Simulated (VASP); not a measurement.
Wanted: the native input for a VASP 6.6.1 run.

```
Task                   : single point
Functional             : r2SCAN
Potentials or basis    : VASP PAW PBE potentials, release 64 (Al, N)
Cutoff                 : 520 eV
k mesh                 : 10 × 10 × 10
Occupations            : gaussian, width 0.01 eV
Spin                   : no spin polarisation
Dipole correction      : no
Further INCAR settings : ALGO = Normal; EDIFF = 1e-07; NBANDS = 11
```

AlN:

```
CELL_PARAMETERS angstrom
0.00000 2.18488 2.06340
2.18488 0.00000 2.06340
2.18488 2.18488 0.00000
ATOMIC_POSITIONS crystal
Al 0.00000 0.00000 0.00000
N 0.75000 0.75000 0.75000
```

This cell differs from its parent crystal: uniaxial z strain -5.6%.

One way to write it, as run:

POSCAR

```
AlN
1.0
    0.0000000000      2.1848764855      2.0633973529
    2.1848764855      0.0000000000      2.0633973529
    2.1848764855      2.1848764855      0.0000000000
Al N
1 1
Direct
    0.0000000000      0.0000000000      0.0000000000
    0.7500000000      0.7500000000      0.7500000000
```

INCAR.step1

```
PREC = Accurate
ENCUT = 520
ISMEAR = 0
SIGMA = 0.01
LREAL = False
LASPH = True
NELM = 80
NBANDS = 11
GGA = PE
ALGO = Normal
EDIFF = 1E-4
LWAVE = True
LCHARG = False
```

INCAR.step2

```
PREC = Accurate
ENCUT = 520
EDIFF = 1E-7
ISMEAR = 0
SIGMA = 0.01
LREAL = False
LASPH = True
NELM = 80
ALGO = Normal
ISIF = 2
LWAVE = False
LCHARG = True
METAGGA = R2SCAN
LMIXTAU = True
LELF = True
LVHAR = True
NBANDS = 11
ISTART = 1
```

KPOINTS

```
Automatic mesh
0
Gamma
  10 10 10
```

Potentials or basis: VASP PAW PBE potentials, release 64 (Al, N).

Command:

```sh
$ cat potpaw_PBE.64/Al/POTCAR potpaw_PBE.64/N/POTCAR > POTCAR
$ cp INCAR.step1 INCAR
$ mpirun -np 1 vasp_std > vasp.out
$ cp INCAR.step2 INCAR
$ mpirun -np 1 vasp_std > vasp.out
```

Results of the run:

```yaml
Pressure: 12.8 GPa
Band_gap_on_the_k_mesh: 3.67 eV, indirect (least direct gap 5.26 eV)
```

Caveat: the cell differs from its parent crystal (uniaxial z strain -5.6%); the PAW data sets were made with another functional, which shifts forces and pressure a little.

It took 25 s on 1 thread of Intel(R) Xeon(R) 6975P-C (Granite Rapids) (shared host), peak memory 0.15 GiB.
